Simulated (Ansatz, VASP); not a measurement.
## GaN in VASP and in Ansatz

```
Ga N
1.0
     0.00000    2.25350    2.25350
     2.25350    0.00000    2.25350
     2.25350    2.25350    0.00000
Ga N
1 1
Direct
  0.00000 0.00000 0.00000
  0.25000 0.25000 0.25000
```

Alike in both runs: task relaxation of cell and atoms; functional PBE; dispersion D3(BJ); k mesh 10 × 10 × 10; occupations fermi-dirac, width 0.05 eV; no spin polarisation.

|  | VASP | Ansatz |
| --- | --- | --- |
| version | VASP 6.6.1 | Ansatz 0.2.0 |
| potentials or method | VASP PAW PBE potentials, release 64 (Ga_d, N), cutoff 600 eV | all-electron LAPW, scalar-relativistic |

|  | VASP | Ansatz | Ansatz less VASP |
| --- | --- | --- | --- |
| relaxed volume (Å³/atom) | 11.52 | 11.52 | -0.003 |
| relaxed cell length with the largest relative difference (Å) | 3.194 | 3.194 | -0.0003 |

Ansatz ran all-electron here, and VASP with PAW potentials.
